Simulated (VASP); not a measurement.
# NiS (P6_3/mmc) in VASP: further runs

The runs below take NiS through single point, with LDA.

Program: VASP 6.6.1. These are calculated values, not measurements. Logs are shortened: lines on timing, memory, paths and dates and some standing lists are left out, and cuts for length are marked.

## 1. The cell of the first run

Symmetry: P6_3/mmc, No. 194, hexagonal system. The conventional cell has a = 3.425 Å, b = 3.425 Å, c = 5.340 Å, α = 90.00°, β = 90.00°, γ = 120.00°. Ni (site symmetry -3m) has 6 S at 2.39 Å and 2 Ni at 2.67 Å within 3.2 Å. S (site symmetry -6m2) has 6 Ni at 2.39 Å and 12 S at 3.32 to 3.42 Å within 3.5 Å.

## 2. Single point, LDA, collinear spin, zero start

File INCAR:

```
PREC     = Accurate       # precision mode
ENCUT    = 520            # plane-wave cutoff, eV
EDIFF    = 1E-6           # SCF threshold, eV
ISMEAR   = -1             # smearing method
SIGMA    = 0.1            # smearing width, eV
LREAL    = False          # projectors in reciprocal space
LASPH    = True           # aspherical terms in the spheres
NELM     = 150            # most SCF steps
ALGO     = Normal         # electronic algorithm
ISIF     = 2              # what is computed and relaxed
LWAVE    = False          # write WAVECAR
LCHARG   = False          # write CHGCAR
ISPIN    = 2              # spin polarisation
MAGMOM   = 0 0 0 0        # initial moments
LORBIT   = 11             # projections on sites
NUPDOWN  = 0.0            # fixed moment
LMAXMIX  = 4              # l up to which the mixer works
NBANDS   = 28             # bands
```

File KPOINTS:

```
Automatic mesh
0
Gamma
  9 9 5
```

File POSCAR:

```
NiS
1.0
    3.4250000000      0.0000000000      0.0000000000
   -1.7125000000      2.9661370000      0.0000000000
    0.0000000000      0.0000000000      5.3400000000
Ni S
2 2
Direct
    0.0000000000      0.0000000000      0.0000000000
    0.0000000000      0.0000000000      0.5000000000
    0.3333333333      0.6666666667      0.2500000000
    0.6666666667      0.3333333333      0.7500000000
```

Potentials or basis: VASP PAW LDA potentials, release 64 (Ni, S).

Started as:

```console
$ cat potpaw_LDA.64/Ni/POTCAR potpaw_LDA.64/S/POTCAR > POTCAR
$ mpirun -np 1 vasp_std > vasp.out
```

OUTCAR:

```text
PREC = Accurate
   ENCUT = 520
   EDIFF = 1E-6
   ISMEAR = -1
   LREAL = False
   LASPH = True
   NELM = 150
   ISIF = 2
   ISPIN = 2
   LORBIT = 11
   NUPDOWN = 0.0

 ion  position               nearest neighbor table
   1  0.000  0.000  0.000-   3 2.39   4 2.39   4 2.39   3 2.39   4 2.39   3 2.39   2 2.67   2 2.67

   2  0.000  0.000  0.500-   3 2.39   4 2.39   4 2.39   3 2.39   4 2.39   3 2.39   1 2.67   1 2.67

   3  0.333  0.667  0.250-   1 2.39   2 2.39   1 2.39   2 2.39   1 2.39   2 2.39
   4  0.667  0.333  0.750-   1 2.39   2 2.39   1 2.39   2 2.39   1 2.39   2 2.39

  LATTYP: Found a hexagonal cell.
 ALAT       =     3.4250000000
 C/A-ratio  =     1.5591240876

  Lattice vectors:

 A1 = (   3.4250000000,   0.0000000000,   0.0000000000)
 A2 = (  -1.7125000000,   2.9661370000,   0.0000000000)
 A3 = (   0.0000000000,   0.0000000000,   5.3400000000)

Analysis of symmetry for initial positions (statically):
=====================================================================
 Subroutine PRICEL returns:
 Original cell was already a primitive cell.

 Routine SETGRP: Setting up the symmetry group for a
 hexagonal supercell.

 Subroutine GETGRP returns: Found 24 space group operations
 (whereof 12 operations were pure point group operations)
 out of a pool of 24 trial point group operations.

The static configuration has the point symmetry D_3d.
 The point group associated with its full space group is D_6h.

Analysis of symmetry for dynamics (positions and initial velocities):
=====================================================================
 Subroutine PRICEL returns:
 Original cell was already a primitive cell.

 Routine SETGRP: Setting up the symmetry group for a
 hexagonal supercell.

 Subroutine GETGRP returns: Found 24 space group operations
 (whereof 12 operations were pure point group operations)
 out of a pool of 24 trial point group operations.

The dynamic configuration has the point symmetry D_3d.
 The point group associated with its full space group is D_6h.

Analysis of structural, dynamic, and magnetic symmetry:
=====================================================================
 Subroutine PRICEL returns:
 Original cell was already a primitive cell.

 Routine SETGRP: Setting up the symmetry group for a
 hexagonal supercell.

 Subroutine GETGRP returns: Found 24 space group operations
 (whereof 12 operations were pure point group operations)
 out of a pool of 24 trial point group operations.

The overall configuration has the point symmetry D_3d.
 The point group associated with its full space group is D_6h.

 Subroutine INISYM returns: Found 24 space group operations
 (whereof 12 operations are pure point group operations),
 and found     1 'primitive' translations

----------------------------------------------------------------------------------------

                                     Primitive cell

  volume of cell :      54.2492

  direct lattice vectors                    reciprocal lattice vectors
     3.425000000  0.000000000  0.000000000     0.291970803  0.168569422  0.000000000
    -1.712500000  2.966137000  0.000000000     0.000000000  0.337138844  0.000000000
     0.000000000  0.000000000  5.340000000     0.000000000  0.000000000  0.187265918

  length of vectors
     3.425000000  3.424999993  5.340000000     0.337138844  0.337138844  0.187265918

  position of ions in fractional coordinates (direct lattice)
     0.000000000  0.000000000  0.000000000
     0.000000000  0.000000000  0.500000000
     0.333333333  0.666666667  0.250000000
     0.666666667  0.333333333  0.750000000

  ion indices of the primitive-cell ions
   primitive index   ion index
                 1           1
                 2           2
                 3           3
                 4           4

----------------------------------------------------------------------------------------

 KPOINTS: Automatic mesh

Automatic generation of k-mesh.
 Grid dimensions read from file:
 generate k-points for:    9    9    5

 Generating k-lattice:

  Cartesian coordinates                     Fractional coordinates (reciprocal lattice)
     0.032441200  0.018729936  0.000000000     0.111111111  0.000000000  0.000000000
     0.000000000  0.037459872  0.000000000     0.000000000  0.111111111  0.000000000
     0.000000000  0.000000000  0.037453184     0.000000000  0.000000000  0.200000000

  Length of vectors
     0.037459872  0.037459872  0.037453184

  Shift w.r.t. Gamma in fractional coordinates (k-lattice)
     0.000000000  0.000000000  0.000000000

 Subroutine IBZKPT returns following result:
 ===========================================

 Found     36 irreducible k-points:

 Following reciprocal coordinates:
            Coordinates               Weight
  0.000000  0.000000  0.000000      1.000000
  0.111111 -0.000000  0.000000      6.000000
  0.222222 -0.000000  0.000000      6.000000
  0.333333 -0.000000  0.000000      6.000000
  0.444444 -0.000000  0.000000      6.000000
  0.111111  0.111111  0.000000      6.000000
[... 16 lines left out ...]
  0.333333  0.222222  0.200000     24.000000
  0.333333  0.333333  0.200000      4.000000
 [... further k-points ...]
   k-points           NKPTS =     36   k-points in BZ     NKDIM =     36   number of bands    NBANDS=     28
   number of dos      NEDOS =    301   number of ions     NIONS =      4
   total plane-waves  NPLWV =  31360
   dimension x,y,z NGX =    28 NGY =   28 NGZ =   40
   dimension x,y,z NGXF=    56 NGYF=   56 NGZF=   80
   ions per type =               2   2
   NGX,Y,Z   is equivalent  to a cutoff of  13.59, 13.59, 12.45 a.u.
   NGXF,Y,Z  is equivalent  to a cutoff of  27.18, 27.18, 24.91 a.u.
 SYSTEM =  unknown system
   PREC   = accura    normal or accurate (medium, high low for compatibility)
   ISTART =      0    job   : 0-new  1-cont  2-samecut
   ICHARG =      2    charge: 1-file 2-atom 10-const
   ISPIN  =      2    spin polarized calculation?
   LNONCOLLINEAR =      F non collinear calculations
   LSORBIT =      F    spin-orbit coupling
   LASPH  =      T    aspherical Exc in radial PAW
   ENCUT  =  520.0 eV  38.22 Ry    6.18 a.u.   6.37  6.37  9.93*2*pi/ulx,y,z
   NELM   =    150;   NELMIN=  2; NELMDL= -5     # of ELM steps
   EDIFF  = 0.1E-05   stopping-criterion for ELM
   LREAL  =      F    real-space projection
   EDIFFG = 0.1E-04   stopping-criterion for IOM
   NSW    =      0    number of steps for IOM
   IBRION =     -1    ionic relax: 0-MD 1-quasi-New 2-CG
   NFREE  =      0    steps in history (QN), initial steepest desc. (CG)
   ISIF   =      2    stress and relaxation
   ISYM   =      2    0-nonsym 1-usesym 2-fastsym
   POTIM  = 0.5000    time-step for ionic-motion
   TEBEG  =    0.0;   TEEND  =   0.0 temperature during run
   PSTRESS=    0.0 pullay stress
   NELECT =      32.0000    total number of electrons
   NUPDOWN=       0.0000    fix difference up-down
   EMIN   =  10.00;   EMAX   =-10.00  energy-range for DOS
   EFERMI =   0.00;   METHOD = LEGACY
   ISMEAR =    -1;   SIGMA  =   0.10  broadening in eV -4-tet -1-fermi 0-gaus
   EFERMI_NEDOS =   21; number of points for ismear=-14 and -15
   IALGO  =     38    algorithm
   IMIX   =      4    mixing-type and parameters
     AMIX     =   0.40;   BMIX     =  1.00
     AMIX_MAG =   1.60;   BMIX_MAG =  1.00
  volume/ion in A,a.u.               =      13.56        91.52
  Fermi-wavevector in a.u.,A,eV,Ry     =   1.372968  2.594534 25.647549  1.885042
  Thomas-Fermi vector in A             =   2.498527
   LORBIT       =     11    0 simple, 1 ext, 2 COOP (PROOUT), +10 PAW based schemes
   GGA     = CA    functional components
   LHFCALC =     F    Hartree Fock is set to
   AEXX    =    0.0000 exact exchange contribution
   IVDW    =     0    specifies the selected vdW correction
   LEPSILON=     F    determine dielectric tensor
   LRPA    =     F    only Hartree local field effects (RPA)
 spin polarized calculation
  energy-cutoff  :      520.00
  volume of cell :       54.25
 maximum number of plane-waves:      1475
 NGX is ok and might be reduce to    28
   NGX = 13   NGY = 13   NGZ = 19

 number of electron      31.9999985 magnetization       0.0000000

 number of electron      31.9999985 magnetization      -0.0000000

 Free energy of the ion-electron system (eV)
  ---------------------------------------------------
  ext. energy  EPLUGINS =         0.00000000
  ---------------------------------------------------
  free energy    TOTEN  =       -24.01690331 eV

  energy without entropy =      -23.92369402  energy(sigma->0) =      -23.97029866

 E-fermi :   8.3050     XC(G=0): -12.0423

 val. band max:        8.2748472696   @ k =   0.4444  -0.0000   0.4000
 cond. band min:       8.3620178793   @ k =   0.2222   0.2222   0.2000
 fundamental gap:      0.0871706097
 Fermi energy:         8.3050040530

 spin component 1

 k-point     1 :       0.0000    0.0000    0.0000
  band No.  band energies     occupation
      1      -7.2975      1.00000
      2      -5.0143      1.00000
      3       0.6392      1.00000
      4       3.6216      1.00000
      5       3.6216      1.00000
      6       5.2107      1.00000
[... 20 lines left out ...]
     27      19.1891      0.00000
[... 691 lines left out ...]
      6       3.5135      1.00000
[... 20 lines left out ...]
     27      21.8958      0.00000
     28      21.8958      0.00000

 [... further k-points ...]

 spin component 2

 k-point     1 :       0.0000    0.0000    0.0000
  band No.  band energies     occupation
      1      -7.2975      1.00000
      2      -5.0143      1.00000
      3       0.6392      1.00000
      4       3.6216      1.00000
      5       3.6216      1.00000
      6       5.2107      1.00000
[... 20 lines left out ...]
     27      19.1891      0.00000
[... 691 lines left out ...]
      6       3.5135      1.00000
[... 20 lines left out ...]
     27      21.8958      0.00000
     28      21.8958      0.00000

 [... further k-points ...]

------------------------ aborting loop because EDIFF is reached ----------------------------------------

  FORCE on cell =-STRESS in cart. coord.  units (eV):
  Direction    XX          YY          ZZ          XY          YZ          ZX
  --------------------------------------------------------------------------------------
  -------------------------------------------------------------------------------------
  Total       -3.5789001     -3.5789001     -5.3693444      0.0000000     -0.0000000      0.0000000
  in kB     -105.6980863   -105.6980857   -158.5764920      0.0000000     -0.0000000      0.0000000
  external PRESSURE =    -123.3242214 kB  Pullay stress =       0.0000000 kB

 VOLUME and BASIS-vectors are now :
 -----------------------------------------------------------------------------
  energy-cutoff  :      520.00
  volume of cell :       54.25
      direct lattice vectors                 reciprocal lattice vectors
     3.425000000  0.000000000  0.000000000     0.291970803  0.168569422  0.000000000
    -1.712500000  2.966137000  0.000000000     0.000000000  0.337138844  0.000000000
     0.000000000  0.000000000  5.340000000     0.000000000  0.000000000  0.187265918

 POSITION                                       TOTAL-FORCE (eV/Angst)
 -----------------------------------------------------------------------------------
      0.00000      0.00000      0.00000         0.000000      0.000000     -0.000000
      0.00000      0.00000      2.67000         0.000000      0.000000     -0.000000
     -0.00000      1.97742      1.33500         0.000000      0.000000      0.000000
      1.71250      0.98871      4.00500        -0.000000      0.000000     -0.000000
 -----------------------------------------------------------------------------------
    total drift:                               -0.000000      0.000000     -0.000000

  FREE ENERGIE OF THE ION-ELECTRON SYSTEM (eV)
  ---------------------------------------------------
  free  energy   TOTEN  =       -24.0169033121 eV

  energy  without entropy=      -23.9236940177  energy(sigma->0) =      -23.97029866

 total charge

# of ion       s       p       d       tot
------------------------------------------
    1        0.388   0.451   8.429   9.268
    2        0.388   0.451   8.429   9.268
    3        1.354   2.265   0.000   3.619
    4        1.354   2.265   0.000   3.619
--------------------------------------------------
tot          3.484   5.432  16.859  25.774

 magnetization (x)

# of ion       s       p       d       tot
------------------------------------------
    1       -0.000  -0.000   0.000   0.000
    2       -0.000  -0.000   0.000   0.000
    3        0.000   0.000   0.000   0.000
    4        0.000   0.000   0.000   0.000
--------------------------------------------------
tot         -0.000   0.000   0.000   0.000
```

Wall time 1.9 min (1 thread of Oxide Virtual Turin-like, shared host); peak memory 0.18 GiB.

What came out:

| Quantity | Value |
| --- | --- |
| Free energy | -24.0169 eV |
| Pressure | -12.3 GPa |
| Net moment | 0.00 μB per cell |
| Valence electrons inside the program's atomic spheres | Ni 9.27; S 3.62 |

Caveat: the stress differs along the axes, from -16 to -11 GPa; the total moment is fixed, so each spin has its own Fermi level.

(Part 1 of 2 ends here.)
